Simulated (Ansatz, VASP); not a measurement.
**One calculation of HfN, two programs**

```
Hf N
1.0
     0.00000    2.25900    2.30418
     2.25900    0.00000    2.30418
     2.25900    2.25900    0.00000
Hf N
1 1
Direct
  0.00000 0.00000 0.00000
  0.50000 0.50000 0.50000
```

Change from the starting cell: zz strain of +2 %.

Alike in both runs: task single point; functional PBE; k mesh 10 × 10 × 10; occupations fermi-dirac, width 0.03 eV; no spin polarisation.

```csv
,VASP,Ansatz
version,VASP 6.6.1,Ansatz 0.2.0
potentials or method,"VASP PAW PBE potentials, release 64 (Hf_pv, N), cutoff 520 eV","all-electron LAPW, scalar-relativistic"
```

```csv
,VASP,Ansatz,Ansatz less VASP
pressure (GPa),-2.1,0.3,+2.38
"traceless stress, the component that is largest in VASP (GPa)",-5.09,-5.16,-0.070
```

Ansatz ran all-electron here, and VASP with PAW potentials.

Neither program's run includes spin-orbit coupling.
